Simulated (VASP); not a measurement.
Write the native input for VASP 6.6.1 that does the following.

```yaml
Task: single point
Functional: PBEsol
Potentials_or_basis: VASP PAW PBE potentials, release 64 (Ga_d)
Cutoff: 520 eV
k_mesh: 14 × 14 × 11
Occupations: fermi-dirac, width 0.03 eV
Spin: no spin polarisation
Dipole_correction: no
Further_INCAR_settings: ALGO = Normal; EDIFF = 1e-06; NBANDS = 20
```

The structure of Ga lies in POSCAR:

```
Ga
1.0
    1.3830000000     -4.0265000000      0.0000000000
    1.3830000000      4.0265000000      0.0000000000
   -0.1174500000      0.0000000000      3.2966307000
Ga
2
Direct
    0.8690000000      0.1310000000      0.2500000000
    0.1310000000      0.8690000000      0.7500000000
```

This cell differs from its parent crystal: zz strain of -1 %.

The input as run:

INCAR

```
  PREC = Accurate
  ENCUT = 520
  EDIFF = 1E-6
  ISMEAR = -1
  SIGMA = 0.03
  LREAL = F
  LASPH = T
  NELM = 80
  ALGO = Normal
  ISIF = 2
  LWAVE = F
  LCHARG = F
  GGA = PS
  NBANDS = 20
```

KPOINTS

```
regular mesh
0
Gamma
  14 14 11
```

Potentials or basis: VASP PAW PBE potentials, release 64 (Ga_d).

Command:

```console
$ cat potpaw_PBE.64/Ga_d/POTCAR > POTCAR
$ mpirun -np 1 vasp_std > vasp.out
```

Results of the run:

The pressure is -1.4 GPa, the largest force is 0.195 eV/Å and the band gap on the k mesh is zero (band 13 reaches 9.76 eV, above the bottom of band 14 at 1.58 eV).

Caveat: the cell differs from its parent crystal (zz strain of -1 %); the PAW data sets were made with another functional, which shifts forces and pressure a little.

It took 2.4 min on 1 thread of Intel(R) Xeon(R) 6975P-C (Granite Rapids), on a shared host, peak memory 0.43 GiB.
